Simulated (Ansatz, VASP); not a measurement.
**SrO: VASP beside Ansatz**

```
Sr O
1.0
     0.00000    2.80655    2.80655
     2.80655    0.00000    2.80655
     2.80655    2.80655    0.00000
Sr O
1 1
Direct
  0.50000 0.50000 0.50000
  0.25000 0.25000 0.25000
```

Alike in both runs: functional PBE; k mesh 8 × 8 × 8; no spin polarisation.

Ansatz relaxed the structure, and its values are those at the end. VASP's run is a single point on that final structure, the one shown.

|  | VASP | Ansatz |
| --- | --- | --- |
| version | VASP 6.6.1 | Ansatz 0.2.0 |
| potentials or method | VASP PAW PBE potentials, release 64 (Sr_sv, O), cutoff 600 eV | scalar-relativistic, plane waves, PAW |
| occupations | gaussian, width 0.01 eV | fixed |
| valence electrons in the cell | 16 | 16 |

VASP gave:

- gap on the k mesh at the Fermi level (eV): 2.49
- least direct gap on the mesh (eV): 3.30
- pressure (GPa): 0.4

**Question.** What did Ansatz give for the same quantities?

**Answer.** gap on the k mesh at the Fermi level (eV): 2.48; least direct gap on the mesh (eV): 3.29; pressure (GPa): 0.0.
